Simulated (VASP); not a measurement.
Write the native input for VASP 6.6.1 that does the following.

- Task: single point
- Functional: r2SCAN
- Potentials or basis: VASP PAW PBE potentials, release 64 (Sn_d, O)
- Cutoff: 520 eV
- k mesh: 12 × 12 × 2
- Occupations: gaussian, width 0.02 eV
- Spin: no spin polarisation
- Dipole correction: no
- Further INCAR settings: ALGO = Normal; EDIFF = 1e-06; NBANDS = 35

The system is SnO2.

```
Sn O
1.0
     3.18862    0.00000    0.00000
    -1.59431    2.76143    0.00000
     0.00000    0.00000   11.10942
Sn O
2 4
Direct
  0.00000 0.00000 0.50000
  0.00000 0.00000 0.00000
  0.66667 0.33333 0.41077
  0.66667 0.33333 0.08923
  0.33333 0.66667 0.58923
  0.33333 0.66667 0.91077
```

The input as run:

POSCAR

```
SnO2
1.0
    3.1886189635      0.0000000000      0.0000000000
   -1.5943094818      2.7614250254      0.0000000000
    0.0000000000      0.0000000000     11.1094154830
Sn O
2 4
Direct
    0.0000000000      0.0000000000      0.5000000000
    0.0000000000      0.0000000000      0.0000000000
    0.6666666667      0.3333333333      0.4107672637
    0.6666666667      0.3333333333      0.0892327363
    0.3333333333      0.6666666667      0.5892327363
    0.3333333333      0.6666666667      0.9107672637
```

INCAR.step1

```
PREC = Accurate
ENCUT = 520
ISMEAR = 0
SIGMA = 0.02
LREAL = False
LASPH = True
NELM = 60
NBANDS = 35
GGA = PE
ALGO = Normal
EDIFF = 1E-4
LWAVE = True
LCHARG = False
```

INCAR.step2

```
PREC = Accurate
ENCUT = 520
EDIFF = 1E-6
ISMEAR = 0
SIGMA = 0.02
LREAL = False
LASPH = True
NELM = 60
ALGO = Normal
ISIF = 2
LWAVE = False
LCHARG = False
METAGGA = R2SCAN
LMIXTAU = True
NBANDS = 35
ISTART = 1
```

KPOINTS

```
Automatic mesh
0
Gamma
  12 12 2
```

Potentials or basis: VASP PAW PBE potentials, release 64 (Sn_d, O).

Launch:

```bash
$ cat potpaw_PBE.64/Sn_d/POTCAR potpaw_PBE.64/O/POTCAR > POTCAR
$ cp INCAR.step1 INCAR
$ mpirun -np 1 vasp_std > vasp.out
$ cp INCAR.step2 INCAR
$ mpirun -np 1 vasp_std > vasp.out
```

It gave:

```yaml
Pressure: 0.9 GPa
Largest_force: 0.088 eV/Å
Band_gap_on_the_k_mesh: 3.02 eV (least direct gap 3.54 eV)
```

Caveat: the PAW data sets were made with another functional, which shifts forces and pressure a little; spin-orbit coupling is left out, which moves the levels of the heavy elements.

Run time: 3.6 min on 1 thread of Intel(R) Xeon(R) 6975P-C (Granite Rapids) (shared host), peak memory 0.28 GiB.
